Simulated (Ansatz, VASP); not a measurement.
**RbAuBr3: VASP beside Ansatz**

```xyz
5
Lattice="5.4370 0.0000 0.0000 0.0000 5.4370 0.0000 0.0000 0.0000 5.4370" Properties=species:S:1:pos:R:3 pbc="T T T"
Rb    2.7185    2.7185    2.7185
Au    0.0000    0.0000    0.0000
Br    2.7185    0.0000    0.0000
Br    0.0000    0.0000    2.7185
Br    0.0000    2.7185    0.0000
```

Alike in both runs: task single point; functional LDA; k mesh 4 × 4 × 4; no spin polarisation.

```csv
,VASP,Ansatz
version,VASP 6.6.1,Ansatz 0.2.0
potentials or method,"VASP PAW LDA potentials, release 64 (Rb_sv, Au, Br), cutoff 520 eV","plane waves, PAW"
occupations,"methfessel-paxton of order 1, width 0.05 eV","cold, width 0.05 eV"
valence electrons in the cell,41,49
```

Ansatz gave:

- pressure (GPa): -3.7

What did VASP give for the same quantities?

Pressure (GPa): -3.6.

LDA's correlation is that of Perdew and Zunger in VASP and of Perdew and Wang (1992) in Ansatz. VASP's potentials hold 41 valence electrons a cell and Ansatz's 49, so a difference there can come from the potentials and not from the codes.

Neither program's run includes spin-orbit coupling.
